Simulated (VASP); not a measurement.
**ZnS: single point with r2SCAN**

ZnS:

```
Zn S
1.0
     0.00000    2.70465    2.70465
     2.83988    0.00000    2.70465
     2.83988    2.70465    0.00000
Zn S
1 1
Direct
  0.00000 0.00000 0.00000
  0.75000 0.75000 0.75000
```

This cell differs from its parent crystal: strain +0.0500 x Voigt [1, 0, 0, 0, 0, 0].

```json
{
  "Program": "VASP 6.6.1",
  "Task": "single point",
  "Functional": "r2SCAN",
  "Potentials or basis": "VASP PAW PBE potentials, release 64 (Zn, S)",
  "Cutoff": "520 eV",
  "k mesh": "8 × 8 × 8",
  "Occupations": "gaussian, width 0.05 eV",
  "Spin": "no spin polarisation"
}
```

| Item | Value |
| --- | --- |
| Pressure | -4.2 GPa |
| Band gap on the k mesh | 2.37 eV |

Stress tensor (GPa, compression positive):
```
-5.79  0.00  0.00
 0.00 -3.35  0.00
 0.00  0.00 -3.35
```

Levels at points of the mesh, in eV from the valence-band top:
| k point | band 7 | band 8 | band 9 | band 10 | band 11 | band 12 |
| --- | --- | --- | --- | --- | --- | --- |
| (0.00, 0.00, 0.00) | -0.19 | 0.00 | 0.00 | 2.37 | 6.89 | 6.89 |
| (0.50, 0.00, 0.00) | -5.10 | -1.01 | -0.74 | 3.61 | 7.20 | 7.58 |
| (0.50, 0.50, 0.00) | -4.36 | -2.27 | -2.18 | 3.70 | 4.27 | 11.46 |
| (0.00, 0.50, 0.50) | -4.65 | -1.98 | -1.98 | 3.95 | 4.74 | 10.94 |

Wall time 4 min on 1 thread of Intel Xeon 8259CL, with other jobs on the host, peak memory 0.19 GiB.

Caveat: the cell differs from its parent crystal (strain +0.0500 x Voigt [1, 0, 0, 0, 0, 0]); the cell stands under tension; the PAW data sets were made with another functional, which shifts forces and pressure a little.
